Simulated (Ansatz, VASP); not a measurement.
# InAs: VASP beside Ansatz

The input INCAR:

```
PREC     = Accurate       # precision mode
ENCUT    = 520            # plane-wave cutoff, eV
EDIFF    = 1E-6           # SCF threshold, eV
ISMEAR   = 0              # smearing method
SIGMA    = 0.15           # smearing width, eV
LREAL    = F              # projectors in reciprocal space
LASPH    = T              # aspherical terms in the spheres
NELM     = 80             # most SCF steps
ALGO     = Normal         # electronic algorithm
ISIF     = 2              # what is computed and relaxed
LWAVE    = F              # write WAVECAR
LCHARG   = F              # write CHGCAR
GGA      = PE             # functional
NBANDS   = 16             # bands
```

KPOINTS

```
regular mesh
0
Gamma
  14 14 14
```

POSCAR

```
InAs
1.0
    0.0000000000      3.2659200000      3.1449600000
    3.2659200000      0.0000000000      3.1449600000
    3.2659200000      3.2659200000      0.0000000000
In As
1 1
Direct
    0.0000000000      0.0000000000      0.0000000000
    0.7500000000      0.7500000000      0.7500000000
```

Input for Ansatz:

```yaml
crystal:
  lattice:
    - [0.0, 3.26592, 3.14496]
    - [3.26592, 0.0, 3.14496]
    - [3.26592, 3.26592, 0.0]
  atoms:
    - { symbol: In, position: [0.0, 0.0, 0.0] }
    - { symbol: As, position: [0.75, 0.75, 0.75] }
basis:
  ecutwfc: 420
kpoints:
  mp_grid: { grid: [14, 14, 14] }
hamiltonian:
  xc: pbe
scf:
  occupations: { method: gaussian, width: 0.15 }
output:
  forces: true
  stress: true
  eigenvalues: true
```

Change from the starting cell: strain +0.080 along x and y, +0.040 along z, atoms carried along.

Alike in both runs: task single point; functional PBE; k mesh 14 × 14 × 14; occupations gaussian, width 0.15 eV; no spin polarisation.

|  | VASP | Ansatz |
| --- | --- | --- |
| version | VASP 6.6.1 | Ansatz 0.2.0 |
| potentials or method | VASP PAW PBE potentials, release 64 (In_d, As), cutoff 520 eV | scalar-relativistic, plane waves, PAW |
| valence electrons in the cell | 18 | 28 |

|  | VASP | Ansatz | Ansatz less VASP |
| --- | --- | --- | --- |
| pressure (GPa) | -4.5 | -4.5 | -0.01 |
| traceless stress, the component that is largest in VASP (GPa) | 0.78 | 0.78 | 0.000 |

VASP's potentials hold 18 valence electrons a cell and Ansatz's 28, so a difference there can come from the potentials and not from the codes.
